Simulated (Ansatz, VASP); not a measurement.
One calculation of ZnO, two programs

File POSCAR:

```
ZnO
1.0
    3.2494000000      0.0000000000      0.0000000000
   -1.6247000000      2.8140629500      0.0000000000
    0.0000000000      0.0000000000      5.2038000000
Zn O
2 2
Direct
    0.3333333300      0.6666666700      0.0000000000
    0.6666666700      0.3333333300      0.5000000000
    0.3333333300      0.6666666700      0.3830000000
    0.6666666700      0.3333333300      0.8830000000
```

INCAR.step1

```
PREC     = Accurate       # precision mode
ENCUT    = 520            # plane-wave cutoff, eV
ISMEAR   = 0              # smearing method
SIGMA    = 0.1            # smearing width, eV
LREAL    = False          # projectors in reciprocal space
LASPH    = True           # aspherical terms in the spheres
NELM     = 100            # most SCF steps
NBANDS   = 26             # bands
GGA      = PE             # functional
ALGO     = Normal         # electronic algorithm
EDIFF    = 1E-4           # SCF threshold, eV
LWAVE    = True           # write WAVECAR
LCHARG   = False          # write CHGCAR
```

INCAR.step2

```
PREC     = Accurate       # precision mode
ENCUT    = 520            # plane-wave cutoff, eV
EDIFF    = 1E-7           # SCF threshold, eV
ISMEAR   = 0              # smearing method
SIGMA    = 0.1            # smearing width, eV
LREAL    = False          # projectors in reciprocal space
LASPH    = True           # aspherical terms in the spheres
NELM     = 100            # most SCF steps
ALGO     = Normal         # electronic algorithm
ISIF     = 2              # what is computed and relaxed
LWAVE    = False          # write WAVECAR
LCHARG   = True           # write CHGCAR
METAGGA  = R2SCAN         # meta-GGA
LMIXTAU  = True         
LELF     = True           # ELF
LVHAR    = True         
NBANDS   = 26             # bands
ISTART   = 1
```

Contents of KPOINTS:

```
regular mesh
0
Gamma
  6 6 4
```

Input for Ansatz:

```yaml
crystal:
  lattice:
    - [3.2494, 0.0, 0.0]
    - [-1.6247, 2.81406295, 0.0]
    - [0.0, 0.0, 5.2038]
  atoms:
    - { symbol: Zn, position: [0.33333333, 0.66666667, 0.0] }
    - { symbol: Zn, position: [0.66666667, 0.33333333, 0.5] }
    - { symbol: O, position: [0.33333333, 0.66666667, 0.383] }
    - { symbol: O, position: [0.66666667, 0.33333333, 0.883] }
basis:
  ecutwfc: 500
kpoints:
  mp_grid: { grid: [6, 6, 4] }
hamiltonian:
  xc: r2scan
scf:
  occupations: { method: gaussian, width: 0.1 }
output:
  forces: true
  stress: true
  eigenvalues: true
```

Alike in both runs: task single point; functional r2SCAN; k mesh 6 × 6 × 4; occupations gaussian, width 0.1 eV; no spin polarisation.

|  | VASP | Ansatz |
| --- | --- | --- |
| version | VASP 6.6.1 | Ansatz 0.2.0 |
| potentials or method | VASP PAW PBE potentials, release 64 (Zn, O), cutoff 520 eV | scalar-relativistic, plane waves, PAW |
| valence electrons in the cell | 36 | 36 |

|  | VASP | Ansatz | Ansatz less VASP |
| --- | --- | --- | --- |
| gap on the k mesh at the Fermi level (eV) | 1.23 | 1.23 | +0.004 |
| least direct gap on the mesh (eV) | 1.23 | 1.23 | +0.004 |
| pressure (GPa) | -0.1 | -1.1 | -0.99 |
| traceless stress, the component that is largest in VASP (GPa) | -0.06 | -0.13 | -0.069 |
| rms of the force components (eV/Å) | 0.028 | 0.035 | +0.0065 |

VASP's potentials were made for PBE, not for r2SCAN. Atom by atom the forces differ by 0.006 eV/Å (rms over components). With one functional, cell and mesh, what is left measures potentials, basis and numerics.
